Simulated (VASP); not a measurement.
Wanted: the native input for a VASP 6.6.1 run.

- Task: single point
- Functional: r2SCAN
- Potentials or basis: VASP PAW PBE potentials, release 64 (V_sv, Au)
- Cutoff: 520 eV
- k mesh: 6 × 6 × 6
- Occupations: gaussian, width 0.1 eV
- Spin: collinear spin, ferromagnetic start
- Starting moments: [2.0, 0.0] μB
- Dipole correction: no
- Further INCAR settings: ALGO = Normal; EDIFF = 1e-07; NBANDS = 23

VAu:

```
CELL_PARAMETERS angstrom
1.41040 0.81430 4.61109
-1.41040 0.81430 4.61109
0.00000 -1.62859 4.61109
ATOMIC_POSITIONS crystal
V 0.50000 0.50000 0.50000
Au 0.00000 0.00000 0.00000
```

The input as run:

POSCAR

```
VAu
1.0
    1.4104010158      0.8142954061      4.6110877943
   -1.4104010158      0.8142954061      4.6110877943
    0.0000000000     -1.6285908123      4.6110877943
V Au
1 1
Direct
    0.5000000000      0.5000000000      0.5000000000
    0.0000000000      0.0000000000      0.0000000000
```

INCAR.step1

```
SYSTEM = VAu
PREC = Accurate
ENCUT = 520
ISMEAR = 0
SIGMA = 0.1
LREAL = .FALSE.
LASPH = .TRUE.
NELM = 150
ISPIN = 2
MAGMOM = 2 0
LMAXMIX = 4
NBANDS = 23
GGA = PE
ALGO = Normal
EDIFF = 1E-4
LWAVE = .TRUE.
LCHARG = .FALSE.
```

INCAR.step2

```
SYSTEM = VAu
PREC = Accurate
ENCUT = 520
EDIFF = 1E-7
ISMEAR = 0
SIGMA = 0.1
LREAL = .FALSE.
LASPH = .TRUE.
NELM = 150
ALGO = Normal
ISIF = 2
LWAVE = .FALSE.
LCHARG = .FALSE.
ISPIN = 2
MAGMOM = 2 0
LORBIT = 11
LMAXMIX = 4
METAGGA = R2SCAN
LMIXTAU = .TRUE.
NBANDS = 23
ISTART = 1
```

KPOINTS

```
Automatic mesh
0
G
  6 6 6
  0 0 0
```

Potentials or basis: VASP PAW PBE potentials, release 64 (V_sv, Au).

Command:

```console
$ cat potpaw_PBE.64/V_sv/POTCAR potpaw_PBE.64/Au/POTCAR > POTCAR
$ cp INCAR.step1 INCAR
$ mpirun -np 1 vasp_std > vasp.out
$ cp INCAR.step2 INCAR
$ mpirun -np 1 vasp_std > vasp.out
```

Results of the run:

* Pressure: -4.2 GPa
* Net moment: 0.58 μB per cell
* Site moments: V +0.45; Au +0.05 μB
* Valence electrons inside the program's atomic spheres: V 11.34; Au 9.80

Caveat: the k points lie up to 0.44 Å⁻¹ apart; the PAW data sets were made with another functional, which shifts forces and pressure a little.

It took 2.5 min on 1 thread of Intel(R) Xeon(R) 6975P-C (Granite Rapids), with other jobs on the host, peak memory 0.28 GiB.
